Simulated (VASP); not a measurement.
Ru, 4 atoms in the cell. Symmetry: P6_3/mmc, No. 194, hexagonal system. Conventional cell: a = 2.676 Å, b = 2.676 Å, c = 8.741 Å, α = 90.00°, β = 90.00°, γ = 120.00°. Within 3.5 Å of Ru (site symmetry -3m) lie 12 Ru at 2.68 Å. Within 3.5 Å of Ru (site symmetry -6m2) lie 12 Ru at 2.68 Å. 

- Program: VASP 6.6.1
- Task: relaxation of cell and atoms
- Functional: revPBE
- Potentials or basis: VASP PAW PBE potentials, release 64 (Ru_pv)
- Cutoff: 600 eV
- k mesh: 13 × 13 × 4
- Occupations: fermi-dirac, width 0.1 eV
- Spin: no spin polarisation
- Dipole correction: no
- Further INCAR settings: ALGO = Normal; EDIFF = 1e-06; IBRION = 2; EDIFFG = -0.01; NSW = 80; ISIF = 3

Potentials or basis: VASP PAW PBE potentials, release 64 (Ru_pv).

The run is started by

```bash
$ cat potpaw_PBE.64/Ru_pv/POTCAR > POTCAR
$ mpirun -np 1 vasp_std > vasp.out
```

Hardware: 1 thread of Intel(R) Xeon(R) Platinum 8488C (Sapphire Rapids), with other jobs on the host.

**Question.** Estimate the wall time of this run.

**Answer.** It took 7.2 min on 1 thread of Intel(R) Xeon(R) Platinum 8488C (Sapphire Rapids), on a shared host, peak memory 0.26 GiB. Counts: scf iterations 57, k points 63, ion steps 6.
